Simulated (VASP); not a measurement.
# AgCl (P4/mmm) in VASP: notebook

The runs below take AgCl through single point, with PBEsol.

Everything below comes from runs of VASP 6.6.1. Logs are shortened: lines on timing, memory, paths and dates and some standing lists are left out, and cuts for length are marked.

### 1 The cell of the first run

The structure is tetragonal, space group P4/mmm (No. 123). Conventional cell: a = 3.434 Å, b = 3.434 Å, c = 3.331 Å, α = 90.00°, β = 90.00°, γ = 90.00°. Ag (site symmetry 4/mmm) has 8 Cl at 2.94 Å and 6 Ag at 3.33 to 3.43 Å within 3.9 Å. Cl (site symmetry 4/mmm) has 8 Ag at 2.94 Å and 6 Cl at 3.33 to 3.43 Å within 3.9 Å.

### 2 Single point, PBEsol (zz strain of -3 %)

Contents of INCAR:

```
SYSTEM = AgCl
PREC = Accurate
ENCUT = 520
EDIFF = 1E-6
ISMEAR = -1
SIGMA = 0.01
LREAL = .FALSE.
LASPH = .TRUE.
NELM = 60
ALGO = Normal
ISIF = 2
LWAVE = .FALSE.
LCHARG = .FALSE.
GGA = PS
NBANDS = 16
```

Contents of KPOINTS:

```
regular mesh
0
G
  9 9 9
  0 0 0
```

Contents of POSCAR:

```
AgCl
1.0
    3.4339730000      0.0000000000      0.0000000000
    0.0000000000      3.4339730000      0.0000000000
    0.0000000000      0.0000000000      3.3309538100
Ag Cl
1 1
Direct
    0.0000000000      0.0000000000      0.0000000000
    0.5000000000      0.5000000000      0.5000000000
```

Potentials or basis: VASP PAW PBE potentials, release 64 (Ag, Cl).

Command:

```sh
$ cat potpaw_PBE.64/Ag/POTCAR potpaw_PBE.64/Cl/POTCAR > POTCAR
$ mpirun -np 1 vasp_std > vasp.out
```

OUTCAR:

```text
SYSTEM = AgCl
   PREC = Accurate
   ENCUT = 520
   EDIFF = 1E-6
   ISMEAR = -1
   LREAL = .FALSE.
   LASPH = .TRUE.
   NELM = 60
   ISIF = 2
   GGA = PS

 ion  position               nearest neighbor table
   1  0.000  0.000  0.000-   2 2.94   2 2.94   2 2.94   2 2.94   2 2.94   2 2.94   2 2.94   2 2.94

   2  0.500  0.500  0.500-   1 2.94   1 2.94   1 2.94   1 2.94   1 2.94   1 2.94   1 2.94   1 2.94

  LATTYP: Found a simple tetragonal cell.
 ALAT       =     3.4339730000
 C/A-ratio  =     0.9700000000

  Lattice vectors:

 A1 = (   3.4339730000,   0.0000000000,   0.0000000000)
 A2 = (   0.0000000000,   3.4339730000,   0.0000000000)
 A3 = (   0.0000000000,   0.0000000000,   3.3309538100)

Analysis of symmetry for initial positions (statically):
=====================================================================
 Subroutine PRICEL returns:
 Original cell was already a primitive cell.

 Routine SETGRP: Setting up the symmetry group for a
 simple tetragonal supercell.

 Subroutine GETGRP returns: Found 16 space group operations
 (whereof 16 operations were pure point group operations)
 out of a pool of 16 trial point group operations.

The static configuration has the point symmetry D_4h.

Analysis of symmetry for dynamics (positions and initial velocities):
=====================================================================
 Subroutine PRICEL returns:
 Original cell was already a primitive cell.

 Routine SETGRP: Setting up the symmetry group for a
 simple tetragonal supercell.

 Subroutine GETGRP returns: Found 16 space group operations
 (whereof 16 operations were pure point group operations)
 out of a pool of 16 trial point group operations.

The dynamic configuration has the point symmetry D_4h.

 Subroutine INISYM returns: Found 16 space group operations
 (whereof 16 operations are pure point group operations),
 and found     1 'primitive' translations

----------------------------------------------------------------------------------------

                                     Primitive cell

  volume of cell :      39.2792

  direct lattice vectors                    reciprocal lattice vectors
     3.433973000  0.000000000  0.000000000     0.291207881  0.000000000  0.000000000
     0.000000000  3.433973000  0.000000000     0.000000000  0.291207881  0.000000000
     0.000000000  0.000000000  3.330953810     0.000000000  0.000000000  0.300214310

  length of vectors
     3.433973000  3.433973000  3.330953810     0.291207881  0.291207881  0.300214310

  position of ions in fractional coordinates (direct lattice)
     0.000000000  0.000000000  0.000000000
     0.500000000  0.500000000  0.500000000

  ion indices of the primitive-cell ions
   primitive index   ion index
                 1           1
                 2           2

----------------------------------------------------------------------------------------

 KPOINTS: regular mesh

Automatic generation of k-mesh.
 Grid dimensions read from file:
 generate k-points for:    9    9    9

 Generating k-lattice:

  Cartesian coordinates                     Fractional coordinates (reciprocal lattice)
     0.032356431  0.000000000  0.000000000     0.111111111  0.000000000  0.000000000
     0.000000000  0.032356431  0.000000000     0.000000000  0.111111111  0.000000000
     0.000000000  0.000000000  0.033357146     0.000000000  0.000000000  0.111111111

  Length of vectors
     0.032356431  0.032356431  0.033357146

  Shift w.r.t. Gamma in fractional coordinates (k-lattice)
     0.000000000  0.000000000  0.000000000

 Subroutine IBZKPT returns following result:
 ===========================================

 Found     75 irreducible k-points:

 Following reciprocal coordinates:
            Coordinates               Weight
  0.000000  0.000000  0.000000      1.000000
  0.111111  0.000000  0.000000      4.000000
  0.222222  0.000000  0.000000      4.000000
  0.333333  0.000000  0.000000      4.000000
  0.444444  0.000000  0.000000      4.000000
  0.111111  0.111111  0.000000      4.000000
[... 16 lines left out ...]
  0.333333  0.111111  0.111111     16.000000
  0.444444  0.111111  0.111111     16.000000
 [... further k-points ...]
   k-points           NKPTS =     75   k-points in BZ     NKDIM =     75   number of bands    NBANDS=     16
   number of dos      NEDOS =    301   number of ions     NIONS =      2
   total plane-waves  NPLWV =  21952
   dimension x,y,z NGX =    28 NGY =   28 NGZ =   28
   dimension x,y,z NGXF=    56 NGYF=   56 NGZF=   56
   ions per type =               1   1
   NGX,Y,Z   is equivalent  to a cutoff of  13.56, 13.56, 13.97 a.u.
   NGXF,Y,Z  is equivalent  to a cutoff of  27.11, 27.11, 27.95 a.u.
 SYSTEM =  AgCl
   PREC   = accura    normal or accurate (medium, high low for compatibility)
   ISTART =      0    job   : 0-new  1-cont  2-samecut
   ICHARG =      2    charge: 1-file 2-atom 10-const
   ISPIN  =      1    spin polarized calculation?
   LNONCOLLINEAR =      F non collinear calculations
   LSORBIT =      F    spin-orbit coupling
   LASPH  =      T    aspherical Exc in radial PAW
   ENCUT  =  520.0 eV  38.22 Ry    6.18 a.u.   6.38  6.38  6.19*2*pi/ulx,y,z
   NELM   =     60;   NELMIN=  2; NELMDL= -5     # of ELM steps
   EDIFF  = 0.1E-05   stopping-criterion for ELM
   LREAL  =      F    real-space projection
   EDIFFG = 0.1E-04   stopping-criterion for IOM
   NSW    =      0    number of steps for IOM
   IBRION =     -1    ionic relax: 0-MD 1-quasi-New 2-CG
   NFREE  =      0    steps in history (QN), initial steepest desc. (CG)
   ISIF   =      2    stress and relaxation
   ISYM   =      2    0-nonsym 1-usesym 2-fastsym
   POTIM  = 0.5000    time-step for ionic-motion
   TEBEG  =    0.0;   TEEND  =   0.0 temperature during run
   PSTRESS=    0.0 pullay stress
   NELECT =      18.0000    total number of electrons
   NUPDOWN=      -1.0000    fix difference up-down
   EMIN   =  10.00;   EMAX   =-10.00  energy-range for DOS
   EFERMI =   0.00;   METHOD = LEGACY
   ISMEAR =    -1;   SIGMA  =   0.01  broadening in eV -4-tet -1-fermi 0-gaus
   EFERMI_NEDOS =   21; number of points for ismear=-14 and -15
   IALGO  =     38    algorithm
   IMIX   =      4    mixing-type and parameters
     AMIX     =   0.40;   BMIX     =  1.00
     AMIX_MAG =   1.60;   BMIX_MAG =  1.00
  volume/ion in A,a.u.               =      19.64       132.53
  Fermi-wavevector in a.u.,A,eV,Ry     =   1.262152  2.385121 21.674446  1.593027
  Thomas-Fermi vector in A             =   2.395574
   LORBIT       =      0    0 simple, 1 ext, 2 COOP (PROOUT), +10 PAW based schemes
   GGA     = PS    functional components
   LHFCALC =     F    Hartree Fock is set to
   AEXX    =    0.0000 exact exchange contribution
   IVDW    =     0    specifies the selected vdW correction
   LEPSILON=     F    determine dielectric tensor
   LRPA    =     F    only Hartree local field effects (RPA)
 non-spin polarized calculation
  energy-cutoff  :      520.00
  volume of cell :       39.28
 maximum number of plane-waves:      1073
 NGX is ok and might be reduce to    28
   NGX = 13   NGY = 13   NGZ = 13

 number of electron      18.0000004 magnetization

 Free energy of the ion-electron system (eV)
  ---------------------------------------------------
  ext. energy  EPLUGINS =         0.00000000
  ---------------------------------------------------
  free energy    TOTEN  =        -5.79127617 eV

  energy without entropy =       -5.79127617  energy(sigma->0) =       -5.79127617

 E-fermi :   4.3808     XC(G=0): -10.7797

 val. band max:        4.1873153454   @ k =   0.4444   0.0000   0.0000
 cond. band min:       4.5875126074   @ k =   0.0000   0.0000   0.0000
 fundamental gap:      0.4001972619
 Fermi energy:         4.3808333167

 k-point     1 :       0.0000    0.0000    0.0000
  band No.  band energies     occupation
      1     -10.5907      2.00000
      2       1.2507      2.00000
      3       1.3098      2.00000
      4       2.2805      2.00000
      5       2.3196      2.00000
      6       2.3196      2.00000
[... 8 lines left out ...]
     15      18.2593      0.00000
     16      20.4051      0.00000

 k-point     2 :       0.1111    0.0000    0.0000
  band No.  band energies     occupation
      1     -10.5386      2.00000
      2       1.0847      2.00000
      3       1.2870      2.00000
      4       1.8888      2.00000
      5       2.0424      2.00000
      6       2.0997      2.00000
[... 8 lines left out ...]
     15      17.4781      0.00000
     16      20.7044      0.00000

 k-point     3 :       0.2222    0.0000    0.0000
  band No.  band energies     occupation
      1     -10.4010      2.00000
      2       0.2467      2.00000
      3       1.3281      2.00000
      4       1.5081      2.00000
      5       1.6957      2.00000
      6       2.1198      2.00000
[... 8 lines left out ...]
     15      17.5139      0.00000
     16      20.5680      0.00000

 k-point     4 :       0.3333    0.0000    0.0000
  band No.  band energies     occupation
      1     -10.2333      2.00000
      2      -0.6165      2.00000
      3       1.2376      2.00000
      4       1.3793      2.00000
      5       1.4404      2.00000
      6       2.3571      2.00000
[... 8 lines left out ...]
     15      19.0000      0.00000
     16      20.4162      0.00000

 k-point     5 :       0.4444    0.0000    0.0000
  band No.  band energies     occupation
      1     -10.1163      2.00000
      2      -1.1160      2.00000
      3       1.0973      2.00000
      4       1.3066      2.00000
      5       1.4135      2.00000
      6       2.3682      2.00000
[... 8 lines left out ...]
     15      20.0381      0.00000
     16      20.3189      0.00000

 k-point     6 :       0.1111    0.1111    0.0000
  band No.  band energies     occupation
      1     -10.4883      2.00000
      2       1.0320      2.00000
      3       1.1611      2.00000
      4       1.5588      2.00000
      5       1.9369      2.00000
      6       2.2867      2.00000
[... 8 lines left out ...]
     15      17.9499      0.00000
     16      20.1031      0.00000

 k-point     7 :       0.2222    0.1111    0.0000
  band No.  band energies     occupation
      1     -10.3556      2.00000
      2       0.2764      2.00000
      3       1.1502      2.00000
      4       1.5057      2.00000
      5       1.6986      2.00000
      6       2.2738      2.00000
[... 8 lines left out ...]
     15      18.1176      0.00000
     16      19.8594      0.00000

 k-point     8 :       0.3333    0.1111    0.0000
  band No.  band energies     occupation
      1     -10.1944      2.00000
      2      -0.5233      2.00000
      3       1.0972      2.00000
      4       1.4599      2.00000
      5       1.4860      2.00000
      6       2.3078      2.00000
[... 8 lines left out ...]
     15      19.2718      0.00000
     16      19.8689      0.00000

 k-point     9 :       0.4444    0.1111    0.0000
  band No.  band energies     occupation
      1     -10.0822      2.00000
      2      -0.9955      2.00000
      3       1.0238      2.00000
      4       1.3682      2.00000
      5       1.4569      2.00000
      6       2.3262      2.00000
[... 8 lines left out ...]
     15      19.8986      0.00000
     16      20.4887      0.00000
[... 172 lines left out ...]
 k-point    19 :       0.3333    0.0000    0.1111
  band No.  band energies     occupation
      1     -10.1860      2.00000
      2      -0.5118      2.00000
      3       1.2420      2.00000
      4       1.2920      2.00000
      5       1.5228      2.00000
      6       2.2939      2.00000
[... 8 lines left out ...]
     15      19.1438      0.00000
     16      19.7242      0.00000

 k-point    20 :       0.4444    0.0000    0.1111
  band No.  band energies     occupation
      1     -10.0738      2.00000
      2      -0.9870      2.00000
      3       1.1688      2.00000
      4       1.2131      2.00000
      5       1.4800      2.00000
      6       2.3135      2.00000
[... 8 lines left out ...]
     15      19.7758      0.00000
     16      20.5301      0.00000

 k-point    21 :       0.1111    0.1111    0.1111
  band No.  band energies     occupation
      1     -10.4313      2.00000
      2       1.1217      2.00000
      3       1.1588      2.00000
      4       1.2433      2.00000
      5       1.9600      2.00000
      6       1.9749      2.00000
[... 8 lines left out ...]
     15      16.9586      0.00000
     16      20.9923      0.00000

 k-point    22 :       0.2222    0.1111    0.1111
  band No.  band energies     occupation
      1     -10.3028      2.00000
      2       0.3509      2.00000
      3       1.1306      2.00000
      4       1.3641      2.00000
      5       1.6871      2.00000
      6       2.1034      2.00000
[... 8 lines left out ...]
     15      17.5197      0.00000
     16      20.3171      0.00000

 k-point    23 :       0.3333    0.1111    0.1111
  band No.  band energies     occupation
      1     -10.1471      2.00000
      2      -0.4196      2.00000
      3       1.0465      2.00000
      4       1.4265      2.00000
      5       1.5598      2.00000
      6       2.2134      2.00000
[... 8 lines left out ...]
     15      18.5913      0.00000
     16      20.1827      0.00000

 k-point    24 :       0.4444    0.1111    0.1111
  band No.  band energies     occupation
      1     -10.0390      2.00000
      2      -0.8755      2.00000
      3       0.9669      2.00000
      4       1.4146      2.00000
      5       1.5248      2.00000
      6       2.2594      2.00000
[... 8 lines left out ...]
     15      19.1546      0.00000
     16      20.9586      0.00000

 [... further k-points ...]

------------------------ aborting loop because EDIFF is reached ----------------------------------------

  FORCE on cell =-STRESS in cart. coord.  units (eV):
  Direction    XX          YY          ZZ          XY          YZ          ZX
  --------------------------------------------------------------------------------------
  -------------------------------------------------------------------------------------
  Total       -0.9640593     -0.9640593     -0.5866662      0.0000000      0.0000000      0.0000000
  in kB      -39.3234834    -39.3234834    -23.9298140      0.0000000      0.0000000      0.0000000
  external PRESSURE =     -34.1922603 kB  Pullay stress =       0.0000000 kB

 VOLUME and BASIS-vectors are now :
 -----------------------------------------------------------------------------
  energy-cutoff  :      520.00
  volume of cell :       39.28
      direct lattice vectors                 reciprocal lattice vectors
     3.433973000  0.000000000  0.000000000     0.291207881  0.000000000  0.000000000
     0.000000000  3.433973000  0.000000000     0.000000000  0.291207881  0.000000000
     0.000000000  0.000000000  3.330953810     0.000000000  0.000000000  0.300214310

 POSITION                                       TOTAL-FORCE (eV/Angst)
 -----------------------------------------------------------------------------------
      0.00000      0.00000      0.00000         0.000000      0.000000      0.000000
      1.71699      1.71699      1.66548         0.000000      0.000000      0.000000
 -----------------------------------------------------------------------------------
    total drift:                               -0.000000      0.000000      0.000000

  FREE ENERGIE OF THE ION-ELECTRON SYSTEM (eV)
  ---------------------------------------------------
  free  energy   TOTEN  =        -5.7912761748 eV

  energy  without entropy=       -5.7912761748  energy(sigma->0) =       -5.79127617
```

It took 34 s on 1 thread of AMD EPYC 7R13 (Zen 3), shared host; peak memory 0.16 GiB.

Results:

```
Free energy            : -5.7913 eV
Pressure               : -3.4 GPa
Band gap on the k mesh : 0.40 eV (least direct gap 1.83 eV)
```

Levels at points of the mesh, in eV from the valence-band top:
| k point | band 6 | band 7 | band 8 | band 9 | band 10 | band 11 | band 12 | band 13 |
| --- | --- | --- | --- | --- | --- | --- | --- | --- |
| (0.00, 0.00, 0.00) | -1.87 | -1.73 | -1.73 | -1.43 | 0.40 | 9.15 | 9.35 | 13.53 |

Caveat: the cell differs from its parent crystal (zz strain of -3 %); the cell stands under tension; semilocal functionals underestimate gaps, and a narrow one can read as zero; the PAW data sets were made with another functional, which shifts forces and pressure a little.

### 3 Single point, PBEsol (zz strain of -2 %)

Contents of INCAR:

```
  PREC = Accurate
  ENCUT = 520
  EDIFF = 1E-6
  ISMEAR = -1
  SIGMA = 0.01
  LREAL = False
  LASPH = True
  NELM = 60
  ALGO = Normal
  ISIF = 2
  LWAVE = False
  LCHARG = True
  GGA = PS
  LELF = True
  LVHAR = True
  NBANDS = 16
```

Contents of KPOINTS:

```
Automatic mesh
0
Gamma
  9 9 9
```

Changes to POSCAR since step 2:

```diff
@@ -4,3 +4,3 @@
     0.0000000000      3.4339730000      0.0000000000
-    0.0000000000      0.0000000000      3.3309538100
+    0.0000000000      0.0000000000      3.3652935400
 Ag Cl
```

Potentials or basis: VASP PAW PBE potentials, release 64 (Ag, Cl).

Command:

```sh
$ cat potpaw_PBE.64/Ag/POTCAR potpaw_PBE.64/Cl/POTCAR > POTCAR
$ mpirun -np 1 vasp_std > vasp.out
```

Run time: 29 s. Hardware: 1 thread of AMD EPYC 7R13 (Zen 3), shared host; peak memory 0.16 GiB.

The run converged. Its results:

```yaml
Free_energy: -5.7844 eV
Pressure: -3.9 GPa
Band_gap_on_the_k_mesh: 0.42 eV (least direct gap 1.87 eV)
```

Stress tensor (GPa, compression positive):
```
-4.21  0.00  0.00
 0.00 -4.21  0.00
 0.00  0.00 -3.22
```

Levels at points of the mesh, in eV from the valence-band top:
| k point | band 7 | band 8 | band 9 | band 10 | band 11 | band 12 |
| --- | --- | --- | --- | --- | --- | --- |
| (0.00, 0.00, 0.00) | -1.65 | -1.65 | -1.45 | 0.42 | 9.21 | 9.35 |

Caveat: the cell differs from its parent crystal (zz strain of -2 %); the cell stands under tension; semilocal functionals underestimate gaps, and a narrow one can read as zero; the PAW data sets were made with another functional, which shifts forces and pressure a little. A k mesh can miss the band edges.
